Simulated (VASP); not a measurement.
A run of VASP 6.6.1 is set up as follows.

Contents of INCAR:

```
SYSTEM = Rb
ALGO = Normal
EDIFF = 1E-6
ENCUT = 500
GGA = PE
GGA_COMPAT = .FALSE.
ISIF = 2
ISMEAR = -1
LASPH = .TRUE.
LCHARG = .FALSE.
LREAL = .FALSE.
LWAVE = .FALSE.
NBANDS = 10
NELM = 120
PREC = Accurate
SIGMA = 0.05
```

Contents of KPOINTS:

```
k-points
0
G
  7 7 7
  0 0 0
```

File POSCAR:

```
Rb
1.0
   -2.8302493294      2.8302493294      2.8302493294
    2.8302493294     -2.8302493294      2.8302493294
    2.8302493294      2.8302493294     -2.8302493294
Rb
1
Direct
    0.0000000000      0.0000000000      0.0000000000
```

Potentials or basis: VASP PAW PBE potentials, release 64 (Rb_sv).

Launch:

```sh
$ cat potpaw_PBE.64/Rb_sv/POTCAR > POTCAR
$ mpirun -np 1 vasp_std > vasp.out
```

Estimate the pressure.

0.0 GPa.
